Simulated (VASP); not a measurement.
Write the native input for VASP 6.6.1 that does the following.

| Quantity | Value |
| --- | --- |
| Task | single point |
| Functional | PBEsol |
| Potentials or basis | VASP PAW PBE potentials, release 64 (Pt) |
| Cutoff | 520 eV |
| k mesh | 22 × 22 × 22 |
| Occupations | gaussian, width 0.15 eV |
| Spin | no spin polarisation |
| Dipole correction | no |
| Further INCAR settings | ALGO = Fast; EDIFF = 1e-06; NBANDS = 11 |

The structure of Pt lies in POSCAR:

```
Pt
1.0
   -1.5842200000      1.5941213750      1.5941213750
    1.5842200000     -1.5743186250      1.5743186250
    1.5842200000      1.5743186250     -1.5743186250
Pt
1
Direct
    0.0000000000      0.0000000000      0.0000000000
```

This cell differs from its parent crystal: strain +0.0125 x Voigt [0, 0, 0, 1, 0, 0].

One way to write it, as run:

INCAR

```
  PREC = Accurate
  ENCUT = 520
  EDIFF = 1E-6
  ISMEAR = 0
  SIGMA = 0.15
  LREAL = False
  LASPH = True
  NELM = 60
  ALGO = Fast
  ISIF = 2
  LWAVE = False
  LCHARG = False
  GGA = PS
  NBANDS = 11
```

KPOINTS

```
regular mesh
0
Gamma
  22 22 22
```

Potentials or basis: VASP PAW PBE potentials, release 64 (Pt).

Launch:

```bash
$ cat potpaw_PBE.64/Pt/POTCAR > POTCAR
$ mpirun -np 1 vasp_std > vasp.out
```

Results of the run:

```
Pressure               : -11.2 GPa
Band gap on the k mesh : zero (band 5 reaches 10.96 eV, above the bottom of band 6 at 8.79 eV)
```

Caveat: the cell differs from its parent crystal (strain +0.0125 x Voigt [0, 0, 0, 1, 0, 0]); the PAW data sets were made with another functional, which shifts forces and pressure a little; spin-orbit coupling is left out, which moves the levels of the heavy elements.

It took 4.1 min on 1 thread of Intel(R) Xeon(R) Platinum 8259CL CPU @ 2.50GHz (Skylake/Cascade Lake), on a shared host, peak memory 0.36 GiB.
